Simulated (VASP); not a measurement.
Crystal: B.

```
B
1.0
     2.01833   -1.33396    0.00000
     2.01833    1.33396    0.00000
     0.00000    0.00000    5.44155
B
4
Cartesian
  2.0183 -0.9338 0.6367
  2.0183 -0.4002 3.3574
  2.0183 0.9338 4.8049
  2.0183 0.4002 2.0841
```

```yaml
Program: VASP 6.6.1
Task: relaxation of cell and atoms
Functional: PBE
Potentials_or_basis: VASP PAW PBE potentials, release 64 (B)
Cutoff: 600 eV
k_mesh: 8 × 8 × 4
Occupations: gaussian, width 0.1 eV
Spin: no spin polarisation
```

At the start: pressure 12.4 GPa; volume 7.33 Å³/atom.

**Question.** How do energy, volume and symmetry change on relaxing?

**Answer.** Over 27 steps the energy falls by 1005.7 meV/atom and the volume is 6.75 Å³/atom (-7.9 %); space group Cmce (No. 64, to 0.1 Å) before, Fmmm (No. 69, to 0.1 Å).

Step by step:
```csv
step,energy change (eV),largest force (eV/Å),pressure (GPa),volume (Å³)
1,0.0000,5.5112,12.44,29.30
2,-0.4279,2.2529,-5.24,31.67
3,-1.2519,1.9416,-12.42,30.38
4,-1.2597,1.9252,-12.02,30.32
5,-1.2626,1.9196,-11.48,30.25
6,-1.8586,2.0038,3.79,28.49
7,-1.9689,2.6105,17.21,27.43
8,-2.2766,2.3475,17.75,27.29
9,-2.9902,1.9779,20.50,26.82
10,-3.1159,2.7017,23.63,25.84
11,-3.2897,2.0849,22.42,26.28
12,-3.8184,0.3185,3.58,27.43
13,-3.7670,1.8674,-6.11,28.42
14,-3.8548,0.8916,-1.16,27.87
15,-3.8557,0.8096,-0.70,27.82
16,-3.9273,0.4188,-3.94,27.90
17,-3.9557,0.3888,-6.69,27.96
18,-3.9897,0.2662,-3.16,27.45
19,-3.9995,0.2491,0.42,26.99
20,-4.0081,0.1966,1.16,26.83
21,-4.0092,0.2528,1.59,26.75
22,-4.0178,0.0963,1.10,26.79
23,-4.0196,0.1197,0.77,26.82
24,-4.0221,0.0294,0.23,26.91
25,-4.0225,0.0587,-0.05,26.97
26,-4.0227,0.0482,0.02,27.00
27,-4.0229,0.0118,-0.01,26.99
```

Final structure:
```xyz
4
Lattice="1.6902 -1.4753 0.0000 1.6902 1.4753 0.0000 0.0000 0.0000 5.4111" Properties=species:S:1:pos:R:3 pbc="T T T"
B     1.6902    1.4739    0.8496
B     1.6902    0.0014    3.5552
B     1.6902   -1.4739    4.5615
B     1.6902   -0.0014    1.8560
```
